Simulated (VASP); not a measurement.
A run of VASP 6.6.1 is set up as follows.

The input POSCAR:

```
KCl
1.0
    3.3104486300      3.3104486300      0.0000000000
   -3.3104486300      3.3104486300      0.0000000000
    0.0000000000      3.3104486300      3.3104486300
K Cl
1 1
Direct
    0.0000000000      0.0000000000      0.0000000000
    0.5000000000      0.5000000000      0.0000000000
```

INCAR.step1

```
SYSTEM = KCl
  PREC = Accurate
  ENCUT = 520
  ISMEAR = 0
  SIGMA = 0.01
  LREAL = .FALSE.
  LASPH = .TRUE.
  NELM = 100
  NBANDS = 15
  GGA = PE
  ALGO = Normal
  EDIFF = 1E-4
  LWAVE = .TRUE.
  LCHARG = .FALSE.
```

File INCAR.step2:

```
SYSTEM = KCl
  PREC = Accurate
  ENCUT = 520
  EDIFF = 1E-6
  ISMEAR = 0
  SIGMA = 0.01
  LREAL = .FALSE.
  LASPH = .TRUE.
  NELM = 100
  ALGO = Normal
  ISIF = 2
  LWAVE = .FALSE.
  LCHARG = .FALSE.
  METAGGA = R2SCAN
  LMIXTAU = .TRUE.
  NBANDS = 15
  ISTART = 1
```

Contents of KPOINTS:

```
regular mesh
0
G
  6 6 6
  0 0 0
```

Potentials or basis: VASP PAW PBE potentials, release 64 (K_sv, Cl).

Launch:

```sh
$ cat potpaw_PBE.64/K_sv/POTCAR potpaw_PBE.64/Cl/POTCAR > POTCAR
$ cp INCAR.step1 INCAR
$ mpirun -np 1 vasp_std > vasp.out
$ cp INCAR.step2 INCAR
$ mpirun -np 1 vasp_std > vasp.out
```

Task: Estimate the band gap on the k mesh.

Result: 5.34 eV, direct.

Task: Estimate the pressure.

Result: -2.0 GPa.

Caveat: the PAW data sets were made with another functional, which shifts forces and pressure a little. r2SCAN opens gaps a little over a GGA but as a rule still falls short of measured ones.
